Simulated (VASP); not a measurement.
CsTl2H3:

```
CELL_PARAMETERS angstrom
3.01466 -5.04164 0.00000
3.01466 5.04164 0.00000
0.00000 0.00000 4.71382
ATOMIC_POSITIONS crystal
Cs 0.50000 0.50000 0.00000
Tl 0.00000 0.50000 0.50000
Tl 0.50000 0.00000 0.50000
H 0.16107 0.83893 0.00000
H 0.83893 0.16107 0.00000
H 0.00000 0.00000 0.50000
```

```yaml
Program: VASP 6.6.1
Task: relaxation of cell and atoms
Functional: PBEsol
Potentials_or_basis: VASP PAW PBE potentials, release 64 (Cs_sv, Tl_d, H)
Cutoff: 600 eV
k_mesh: 4 × 4 × 4
Occupations: fermi-dirac, width 0.03 eV
Spin: no spin polarisation
```

At the start: pressure -2.4 GPa; volume 23.88 Å³/atom.

**Question.** Where does the relaxation end?

**Answer.** Over 34 steps the energy falls by 84.9 meV/atom and the volume is 22.68 Å³/atom (-5.0 %); space group Cmmm (No. 65, to 0.1 Å) before and after.

Step by step:
```tsv
step	energy change (eV)	largest force (eV/Å)	pressure (GPa)	volume (Å³)
1	0.0000	0.4820	-2.41	143.29
2	-0.1179	0.4502	-1.49	135.95
3	-0.1822	0.4007	0.14	127.24
4	-0.1826	0.3946	0.35	126.28
5	-0.2117	0.3768	0.40	125.87
6	-0.2786	0.3285	0.60	124.58
7	-0.3284	0.2112	1.32	121.75
8	-0.3579	0.1948	1.09	123.04
9	-0.4262	0.1334	0.49	126.91
10	-0.4786	0.0108	-0.37	134.71
11	-0.4790	0.0078	-0.44	135.35
12	-0.4870	0.0077	-0.11	133.86
13	-0.4879	0.0161	0.05	133.19
14	-0.4891	0.0070	0.05	133.20
15	-0.4911	0.0249	0.05	133.21
16	-0.4903	0.1048	0.09	133.16
17	-0.4916	0.0495	0.05	133.21
18	-0.4917	0.0672	0.06	133.20
19	-0.4934	0.0874	-0.01	133.70
20	-0.4940	0.1114	-0.21	135.15
21	-0.4948	0.1023	-0.12	134.47
22	-0.4958	0.1004	-0.11	134.50
23	-0.4984	0.0937	-0.08	134.62
24	-0.5015	0.0757	0.00	134.83
25	-0.5052	0.0575	0.05	134.88
26	-0.5085	0.0239	0.13	134.97
27	-0.5086	0.0153	0.16	134.99
28	-0.5093	0.0093	0.01	135.95
29	-0.5093	0.0084	-0.01	136.09
30	-0.5095	0.0094	-0.02	136.14
31	-0.5096	0.0102	-0.02	136.18
32	-0.5096	0.0119	-0.03	136.26
33	-0.5096	0.0109	-0.02	136.21
34	-0.5097	0.0096	0.02	136.07
```

Final structure:
```cif
data_structure
_symmetry_space_group_name_H-M 'P 1'
_symmetry_Int_Tables_number 1
_cell_length_a 6.4210
_cell_length_b 6.4210
_cell_length_c 3.9176
_cell_angle_alpha 90.000
_cell_angle_beta 90.000
_cell_angle_gamma 122.601
_cell_volume 136.07
loop_
_atom_site_label
_atom_site_type_symbol
_atom_site_fract_x
_atom_site_fract_y
_atom_site_fract_z
_atom_site_occupancy
Cs1 Cs 0.50000 0.50000 0.00000 1
Tl1 Tl 0.00000 0.50000 0.50000 1
Tl2 Tl 0.50000 0.00000 0.50000 1
H1 H 0.24776 0.75224 0.00000 1
H2 H 0.75224 0.24776 0.00000 1
H3 H 0.00000 0.00000 0.50000 1
```

Caveat: a cell axis changed by over 15 % at a fixed basis, so the end point is rough; the PAW data sets were made with another functional, which shifts forces and pressure a little.
